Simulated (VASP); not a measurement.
# Be3Sn4P8 (a cell with a defect) in VASP: notebook

The runs below take Be3Sn4P8 (a cell with a defect) through single point, with PBEsol.

Everything below comes from runs of VASP 6.6.1. Logs are shortened: lines on timing, memory, paths and dates and some standing lists are left out, and cuts for length are marked.

## (1) The cell of the first run

The cell holds a defect, 15 atoms: a = 6.611 Å, b = 6.611 Å, c = 7.598 Å, α = 90.00°, β = 90.00°, γ = 109.85°.

## (2) Single point, PBEsol

INCAR

```
SYSTEM = Be3Sn4P8
PREC     = Accurate       ! precision mode
ENCUT    = 520            ! plane-wave cutoff, eV
EDIFF    = 1E-6           ! SCF threshold, eV
ISMEAR   = 0              ! smearing method
SIGMA    = 0.05           ! smearing width, eV
LREAL    = Auto         
LASPH    = .True.         ! aspherical terms in the spheres
NELM     = 60             ! most SCF steps
ALGO     = Normal         ! electronic algorithm
ISIF     = 2              ! what is computed and relaxed
LWAVE    = .False.        ! write WAVECAR
LCHARG   = .False.        ! write CHGCAR
GGA      = PS             ! functional
NBANDS   = 64             ! bands
```

KPOINTS

```
regular mesh
0
Gamma
  4 4 4
  0 0 0
```

POSCAR

```
Be3Sn4P8
1.0
   -2.6862993047     -2.6862993047      5.4102047162
   -2.6862993047     -2.6862993047     -5.4102047162
    5.3725986094     -5.3725986094      0.0000000000
Be Sn P
3 4 8
Direct
    0.9973254920      0.5026745240      0.2500000647
    0.0048672106      0.0042326690      0.5050511302
    0.4957673674      0.4951328258     -0.0050510939
    0.5083902966      0.9916097194      0.2500000647
    0.9928558829      0.5071441330      0.7500000080
    0.5010928314      0.5006752871      0.5028373040
   -0.0006752507     -0.0010927950     -0.0028372676
    0.6516559398      0.9033595391      0.5458611769
    0.1481698482      0.4038793957      0.0260509876
    0.1003231923      0.8507461824      0.2788836667
    0.5855780496      0.3273654544      0.7746749390
    0.1726345914      0.9144218639      0.7253249839
    0.6492537311      0.3996768535      0.2211163696
    0.0961206406      0.3518301882      0.4739490487
    0.5966404768      0.8483440761      0.9541388391
```

Potentials or basis: VASP PAW PBE potentials, release 64 (Be, Sn_d, P).

Launch:

```
> cat potpaw_PBE.64/Be/POTCAR potpaw_PBE.64/Sn_d/POTCAR potpaw_PBE.64/P/POTCAR > POTCAR
> mpirun -np 1 vasp_std > vasp.out
```

OUTCAR:

```text
SYSTEM = Be3Sn4P8
   PREC = Accurate
   ENCUT = 520
   EDIFF = 1E-6
   ISMEAR = 0
   LREAL = Auto
   LASPH = .True.
   NELM = 60
   ISIF = 2
   GGA = PS

 ion  position               nearest neighbor table
   1  0.997  0.503  0.250-  10 2.18  13 2.18  14 2.18   9 2.18
   2  0.005  0.004  0.505-  14 2.18  10 2.19  12 2.20   8 2.22
   3  0.496  0.495  0.995-   9 2.18  13 2.19  11 2.20  15 2.22
   4  0.508  0.992  0.250-  10 2.55  13 2.55   8 2.58  15 2.58   6 3.76   7 3.76
   5  0.993  0.507  0.750-  14 2.53   9 2.53  12 2.55  11 2.55   6 3.74   7 3.74
   6  0.501  0.501  0.503-  11 2.51   8 2.53  14 2.53  13 2.54   5 3.74   4 3.76
   7  0.999  0.999  0.997-  12 2.51  15 2.53   9 2.53  10 2.54   5 3.74   4 3.76
   8  0.652  0.903  0.546-   2 2.22   6 2.53   4 2.58
   9  0.148  0.404  0.026-   1 2.18   3 2.18   7 2.53   5 2.53
  10  0.100  0.851  0.279-   1 2.18   2 2.19   7 2.54   4 2.55
  11  0.586  0.327  0.775-   3 2.20   6 2.51   5 2.55
  12  0.173  0.914  0.725-   2 2.20   7 2.51   5 2.55
  13  0.649  0.400  0.221-   1 2.18   3 2.19   6 2.54   4 2.55
  14  0.096  0.352  0.474-   1 2.18   2 2.18   6 2.53   5 2.53
  15  0.597  0.848  0.954-   3 2.22   7 2.53   4 2.58

  LATTYP: Found a base centered orthorhombic cell.
 ALAT       =     7.5980018186
 B/A-ratio  =     1.4241125089
 C/A-ratio  =     1.0000000000

  Lattice vectors:

 A1 = (  -2.6862993047,  -2.6862993047,   5.4102047162)
 A2 = (  -2.6862993047,  -2.6862993047,  -5.4102047162)
 A3 = (   5.3725986094,  -5.3725986094,   0.0000000000)

Analysis of symmetry for initial positions (statically):
=====================================================================
 Subroutine PRICEL returns:
 Original cell was already a primitive cell.

 Routine SETGRP: Setting up the symmetry group for a
 base centered orthorhombic supercell.

 Subroutine GETGRP returns: Found  2 space group operations
 (whereof  1 operations were pure point group operations)
 out of a pool of  8 trial point group operations.

The static configuration has the point symmetry C_1 .
 The point group associated with its full space group is C_2 .

Analysis of symmetry for dynamics (positions and initial velocities):
=====================================================================
 Subroutine PRICEL returns:
 Original cell was already a primitive cell.

 Routine SETGRP: Setting up the symmetry group for a
 base centered orthorhombic supercell.

 Subroutine GETGRP returns: Found  2 space group operations
 (whereof  1 operations were pure point group operations)
 out of a pool of  8 trial point group operations.

The dynamic configuration has the point symmetry C_1 .
 The point group associated with its full space group is C_2 .

 Subroutine INISYM returns: Found  2 space group operations
 (whereof  1 operations are pure point group operations),
 and found     1 'primitive' translations

----------------------------------------------------------------------------------------

                                     Primitive cell

  volume of cell :     312.3291

  direct lattice vectors                    reciprocal lattice vectors
    -2.686299305 -2.686299305  5.410204716    -0.093064834 -0.093064834  0.092417945
    -2.686299305 -2.686299305 -5.410204716    -0.093064834 -0.093064834 -0.092417945
     5.372598609 -5.372598609  0.000000000     0.093064834 -0.093064834  0.000000000

  length of vectors
     6.610803505  6.610803505  7.598001819     0.160820407  0.160820407  0.131613551

  position of ions in fractional coordinates (direct lattice)
     0.997325492  0.502674524  0.250000065
     0.004867211  0.004232669  0.505051130
     0.495767367  0.495132826  0.994948906
     0.508390297  0.991609719  0.250000065
     0.992855883  0.507144133  0.750000008
     0.501092831  0.500675287  0.502837304
     0.999324749  0.998907205  0.997162732
     0.651655940  0.903359539  0.545861177
     0.148169848  0.403879396  0.026050988
     0.100323192  0.850746182  0.278883667
     0.585578050  0.327365454  0.774674939
     0.172634591  0.914421864  0.725324984
     0.649253731  0.399676853  0.221116370
     0.096120641  0.351830188  0.473949049
     0.596640477  0.848344076  0.954138839

  ion indices of the primitive-cell ions
   primitive index   ion index
                 1           1
                 2           2
                 3           3
                 4           4
                 5           5
                 6           6
                 7           7
                 8           8
                 9           9
                10          10
                11          11
                12          12
                13          13
                14          14
                15          15

----------------------------------------------------------------------------------------

 KPOINTS: regular mesh

Automatic generation of k-mesh.
 Grid dimensions read from file:
 generate k-points for:    4    4    4

 Generating k-lattice:

  Cartesian coordinates                     Fractional coordinates (reciprocal lattice)
    -0.023266209 -0.023266209  0.023104486     0.250000000  0.000000000  0.000000000
    -0.023266209 -0.023266209 -0.023104486     0.000000000  0.250000000  0.000000000
     0.023266209 -0.023266209  0.000000000     0.000000000  0.000000000  0.250000000

  Length of vectors
     0.040205102  0.040205102  0.032903388

  Shift w.r.t. Gamma in fractional coordinates (k-lattice)
     0.000000000  0.000000000  0.000000000

 Subroutine IBZKPT returns following result:
 ===========================================

 Found     24 irreducible k-points:

 Following reciprocal coordinates:
            Coordinates               Weight
  0.000000  0.000000  0.000000      1.000000
  0.250000  0.000000  0.000000      4.000000
  0.500000  0.000000  0.000000      2.000000
  0.250000  0.250000  0.000000      2.000000
  0.500000  0.250000  0.000000      4.000000
 -0.250000  0.250000  0.000000      2.000000
[... 16 lines left out ...]
 -0.250000  0.250000  0.500000      2.000000
  0.500000  0.500000  0.500000      1.000000
   k-points           NKPTS =     24   k-points in BZ     NKDIM =     24   number of bands    NBANDS=     64
   number of dos      NEDOS =    301   number of ions     NIONS =     15
   total plane-waves  NPLWV = 150000
   dimension x,y,z NGX =    50 NGY =   50 NGZ =   60
   dimension x,y,z NGXF=   100 NGYF=  100 NGZF=  120
   ions per type =               3   4   8
   NGX,Y,Z   is equivalent  to a cutoff of  12.57, 12.57, 13.13 a.u.
   NGXF,Y,Z  is equivalent  to a cutoff of  25.15, 25.15, 26.26 a.u.
 SYSTEM =  Be3Sn4P8
   PREC   = accura    normal or accurate (medium, high low for compatibility)
   ISTART =      0    job   : 0-new  1-cont  2-samecut
   ICHARG =      2    charge: 1-file 2-atom 10-const
   ISPIN  =      1    spin polarized calculation?
   LNONCOLLINEAR =      F non collinear calculations
   LSORBIT =      F    spin-orbit coupling
   LASPH  =      T    aspherical Exc in radial PAW
   ENCUT  =  520.0 eV  38.22 Ry    6.18 a.u.  12.29 12.29 14.13*2*pi/ulx,y,z
   NELM   =     60;   NELMIN=  2; NELMDL= -5     # of ELM steps
   EDIFF  = 0.1E-05   stopping-criterion for ELM
   LREAL  =      T    real-space projection
   EDIFFG = 0.1E-04   stopping-criterion for IOM
   NSW    =      0    number of steps for IOM
   IBRION =     -1    ionic relax: 0-MD 1-quasi-New 2-CG
   NFREE  =      0    steps in history (QN), initial steepest desc. (CG)
   ISIF   =      2    stress and relaxation
   ISYM   =      2    0-nonsym 1-usesym 2-fastsym
   POTIM  = 0.5000    time-step for ionic-motion
   TEBEG  =    0.0;   TEEND  =   0.0 temperature during run
   PSTRESS=    0.0 pullay stress
   NELECT =     102.0000    total number of electrons
   NUPDOWN=      -1.0000    fix difference up-down
   EMIN   =  10.00;   EMAX   =-10.00  energy-range for DOS
   EFERMI =   0.00;   METHOD = LEGACY
   ISMEAR =     0;   SIGMA  =   0.05  broadening in eV -4-tet -1-fermi 0-gaus
   EFERMI_NEDOS =   21; number of points for ismear=-14 and -15
   IALGO  =     38    algorithm
   IMIX   =      4    mixing-type and parameters
     AMIX     =   0.40;   BMIX     =  1.00
     AMIX_MAG =   1.60;   BMIX_MAG =  1.00
  volume/ion in A,a.u.               =      20.82       140.51
  Fermi-wavevector in a.u.,A,eV,Ry     =   1.127381  2.130441 17.292842  1.270988
  Thomas-Fermi vector in A             =   2.264067
   LORBIT       =      0    0 simple, 1 ext, 2 COOP (PROOUT), +10 PAW based schemes
   GGA     = PS    functional components
   LHFCALC =     F    Hartree Fock is set to
   AEXX    =    0.0000 exact exchange contribution
   IVDW    =     0    specifies the selected vdW correction
   LEPSILON=     F    determine dielectric tensor
   LRPA    =     F    only Hartree local field effects (RPA)
 non-spin polarized calculation
 Gauss-broadening in eV      SIGMA  =   0.05
  energy-cutoff  :      520.00
  volume of cell :      312.33
 maximum number of plane-waves:      8440
 NGX is ok and might be reduce to    50
   NGX = 25   NGY = 25   NGZ = 29

 number of electron     102.0000004 magnetization

 Free energy of the ion-electron system (eV)
  ---------------------------------------------------
  ext. energy  EPLUGINS =         0.00000000
  ---------------------------------------------------
  free energy    TOTEN  =       -75.62143365 eV

  energy without entropy =      -75.61602844  energy(sigma->0) =      -75.61873104

 E-fermi :   5.2730     XC(G=0):  -9.7529

 val. band max:        5.2527790201   @ k =   0.5000   0.5000   0.0000
 cond. band min:       5.2930953732   @ k =   0.5000   0.2500   0.5000
 fundamental gap:      0.0403163531
 Fermi energy:         5.2729659886

 k-point     1 :       0.0000    0.0000    0.0000
  band No.  band energies     occupation
      1     -15.8873      2.00000
      2     -15.8860      2.00000
      3     -15.8856      2.00000
      4     -15.8836      2.00000
      5     -15.8788      2.00000
      6     -15.8711      2.00000
[... 55 lines left out ...]
     62       9.1175      0.00000
     63       9.8970      0.00000

 k-point     2 :       0.2500    0.0000    0.0000
  band No.  band energies     occupation
      1     -15.8896      2.00000
      2     -15.8881      2.00000
      3     -15.8862      2.00000
      4     -15.8819      2.00000
      5     -15.8808      2.00000
      6     -15.8736      2.00000
[... 55 lines left out ...]
     62       9.3192      0.00000
     63       9.4201      0.00000

 k-point     3 :       0.5000    0.0000    0.0000
  band No.  band energies     occupation
      1     -15.8917      2.00000
      2     -15.8881      2.00000
      3     -15.8868      2.00000
      4     -15.8840      2.00000
      5     -15.8808      2.00000
      6     -15.8760      2.00000
[... 1375 lines left out ...]
     62       9.3921      0.00000
     63       9.8903      0.00000

 k-point    24 :       0.5000    0.5000    0.5000
  band No.  band energies     occupation
      1     -15.8937      2.00000
      2     -15.8936      2.00000
      3     -15.8884      2.00000
      4     -15.8882      2.00000
      5     -15.8734      2.00000
      6     -15.8705      2.00000
[... 55 lines left out ...]
     62       9.2580      0.00000
     63       9.4890      0.00000
 [bands above 63 left out]

------------------------ aborting loop because EDIFF is reached ----------------------------------------

  FORCE on cell =-STRESS in cart. coord.  units (eV):
  Direction    XX          YY          ZZ          XY          YZ          ZX
  --------------------------------------------------------------------------------------
  -------------------------------------------------------------------------------------
  Total       -4.9773928     -5.1960542     -3.6705777      0.2454688      0.0000000      0.0000000
  in kB      -25.5328925    -26.6545755    -18.8292281      1.2591989      0.0000000      0.0000000
  external PRESSURE =     -23.6722320 kB  Pullay stress =       0.0000000 kB

 VOLUME and BASIS-vectors are now :
 -----------------------------------------------------------------------------
  energy-cutoff  :      520.00
  volume of cell :      312.33
      direct lattice vectors                 reciprocal lattice vectors
    -2.686299305 -2.686299305  5.410204716    -0.093064834 -0.093064834  0.092417945
    -2.686299305 -2.686299305 -5.410204716    -0.093064834 -0.093064834 -0.092417945
     5.372598609 -5.372598609  0.000000000     0.093064834 -0.093064834  0.000000000

 POSITION                                       TOTAL-FORCE (eV/Angst)
 -----------------------------------------------------------------------------------
     -2.68630     -5.37260      2.67616        -0.000000     -0.000000      0.003432
      2.68899     -2.73788      0.00343        -0.004521     -0.006535      0.001105
      2.68361     -8.00732      0.00343         0.004521      0.006535      0.001105
     -2.68630     -5.37260     -2.61432        -0.000000     -0.000000     -0.001500
      0.00000     -8.05890      2.62780         0.000000     -0.000000      0.009176
      0.01049     -5.39259      0.00226        -0.001844     -0.008353     -0.002604
     -0.01049    -10.72520      0.00226         0.001844      0.008353     -0.002604
     -1.24454     -7.10993     -1.36177         0.004576      0.014994     -0.009390
     -1.34301     -1.62293     -1.38344        -0.005674      0.013074      0.003087
     -1.05653     -4.05319     -4.05994        -0.016982     -0.001643     -0.004805
      1.70958     -6.61446      1.39698        -0.017582     -0.006273      0.007052
      0.97672     -6.81704     -4.01322         0.017582      0.006273      0.007052
     -1.62977     -4.00571      1.35026         0.016982      0.001643     -0.004805
      1.34301     -3.74967     -1.38344         0.005674     -0.013074      0.003087
      1.24454     -9.00787     -1.36177        -0.004576     -0.014994     -0.009390
 -----------------------------------------------------------------------------------
    total drift:                               -0.000169     -0.000254      0.009895

  FREE ENERGIE OF THE ION-ELECTRON SYSTEM (eV)
  ---------------------------------------------------
  free  energy   TOTEN  =       -75.6214336483 eV

  energy  without entropy=      -75.6160284413  energy(sigma->0) =      -75.61873104
```

It took 14 min on 1 thread of Oxide Virtual Turin-like, shared host; peak memory 0.52 GiB.

Results:

* Free energy: -75.6214 eV
* Pressure: -2.4 GPa
* Largest force: 0.020 eV/Å
* Band gap on the k mesh: zero (bands 51 and 52 overlap by 1.04 eV)

Forces in eV/Å, atoms in the order of the input:
```
Be   0.000  0.000  0.003
Be  -0.005 -0.007  0.001
Be   0.005  0.007  0.001
Sn   0.000  0.000 -0.002
Sn   0.000  0.000  0.009
Sn  -0.002 -0.008 -0.003
Sn   0.002  0.008 -0.003
P    0.005  0.015 -0.009
P   -0.006  0.013  0.003
P   -0.017 -0.002 -0.005
P   -0.018 -0.006  0.007
P    0.018  0.006  0.007
P    0.017  0.002 -0.005
P    0.006 -0.013  0.003
P   -0.005 -0.015 -0.009
```

Stress tensor (GPa, compression positive):
```
-2.55  0.13  0.00
 0.13 -2.67  0.00
 0.00  0.00 -1.88
```

Caveat: the PAW data sets were made with another functional, which shifts forces and pressure a little; spin-orbit coupling is left out, which moves the levels of the heavy elements.

## (3) Single point, PBEsol

INCAR

```
ALGO     = Normal         # electronic algorithm
EDIFF    = 1E-7           # SCF threshold, eV
ENCUT    = 520            # plane-wave cutoff, eV
GGA      = PS             # functional
ISIF     = 2              # what is computed and relaxed
ISMEAR   = 0              # smearing method
LASPH    = T              # aspherical terms in the spheres
LCHARG   = F              # write CHGCAR
LREAL    = Auto         
LWAVE    = F              # write WAVECAR
NBANDS   = 64             # bands
NELM     = 100            # most SCF steps
PREC     = Accurate       # precision mode
SIGMA    = 0.05           # smearing width, eV
```

KPOINTS

```
k-points
0
Gamma
  4 4 4
```

POSCAR

```
Be3Sn4P8
1.0
   -2.6862993047     -2.6862993047      5.4102047162
   -2.6862993047     -2.6862993047     -5.4102047162
    5.3725986094     -5.3725986094      0.0000000000
Be Sn P
3 4 8
Direct
    0.9957672122      0.4951325520      0.2550508794
    0.5048675207      0.0042328605      0.7449491933
    0.4973253680      0.5026745186      0.0000000000
    0.4993243257      0.9989069001      0.2528373323
    1.0010930497      0.5006757565      0.7471625543
    0.4928558520      0.5071442207      0.5000000364
    0.0083903479     -0.0083903479      0.0000000000
    0.6726344369      0.9144217756      0.5246749674
    0.1492538849      0.3996767564      0.0288834159
    0.0966401667      0.8483438846      0.2958611122
    0.5961208584      0.3518304721      0.7760509026
    0.1516561881      0.9033599060      0.7041389605
    0.6481695075      0.4038791212      0.2239490771
    0.0855782041      0.3273655428      0.4753250123
    0.6003232233      0.8507460947      0.9711165638
```

Potentials or basis: VASP PAW PBE potentials, release 64 (Be, Sn_d, P).

Launch:

```
> cat potpaw_PBE.64/Be/POTCAR potpaw_PBE.64/Sn_d/POTCAR potpaw_PBE.64/P/POTCAR > POTCAR
> mpirun -np 1 vasp_std > vasp.out
```

It took 14 min on 1 thread of Oxide Virtual Turin-like, shared host; peak memory 0.52 GiB.

The run converged. Its results:

* Free energy: -75.6214 eV
* Pressure: -2.4 GPa
* Largest force: 0.020 eV/Å
* Band gap on the k mesh: zero (bands 51 and 52 overlap by 1.04 eV)

Forces on the atoms (eV/Å):
```
Be   0.007  0.004  0.001
Be  -0.007 -0.004  0.001
Be   0.000  0.000  0.003
Sn   0.008  0.002 -0.003
Sn  -0.008 -0.002 -0.003
Sn   0.000  0.000  0.009
Sn   0.000  0.000 -0.002
P    0.006  0.018  0.007
P    0.002  0.017 -0.005
P   -0.015 -0.005 -0.009
P   -0.013  0.006  0.003
P    0.015  0.005 -0.009
P    0.013 -0.006  0.003
P   -0.006 -0.018  0.007
P   -0.002 -0.017 -0.005
```

Stress tensor (GPa, compression positive):
```
-2.66  0.13  0.00
 0.13 -2.55  0.00
 0.00  0.00 -1.88
```

Levels at points of the mesh, in eV from the Fermi level:
| k point | band 47 | band 48 | band 49 | band 50 | band 51 | band 52 | band 53 | band 54 | band 55 | band 56 |
| --- | --- | --- | --- | --- | --- | --- | --- | --- | --- | --- |
| (0.00, 0.00, 0.00) | -0.63 | -0.45 | -0.37 | 0.57 | 0.74 | 0.79 | 1.18 | 1.36 | 1.61 | 1.76 |
| (0.50, 0.00, 0.00) | -1.33 | -1.15 | -0.45 | -0.37 | 0.14 | 0.31 | 1.67 | 1.94 | 1.97 | 2.04 |
| (0.50, 0.50, 0.00) | -1.05 | -1.03 | -0.75 | -0.52 | -0.02 | 0.05 | 1.14 | 1.29 | 1.53 | 1.61 |
| (0.00, 0.00, 0.50) | -1.60 | -1.39 | -0.88 | -0.53 | 0.05 | 0.77 | 1.60 | 1.84 | 2.68 | 2.82 |
| (0.50, 0.00, 0.50) | -1.61 | -1.44 | -1.08 | -0.90 | -0.60 | -0.23 | 2.99 | 3.13 | 3.17 | 3.20 |
| (0.50, 0.50, 0.50) | -1.19 | -1.17 | -1.13 | -0.84 | -0.54 | -0.11 | 2.02 | 2.21 | 2.23 | 2.28 |

Caveat: the PAW data sets were made with another functional, which shifts forces and pressure a little; spin-orbit coupling is left out, which moves the levels of the heavy elements.
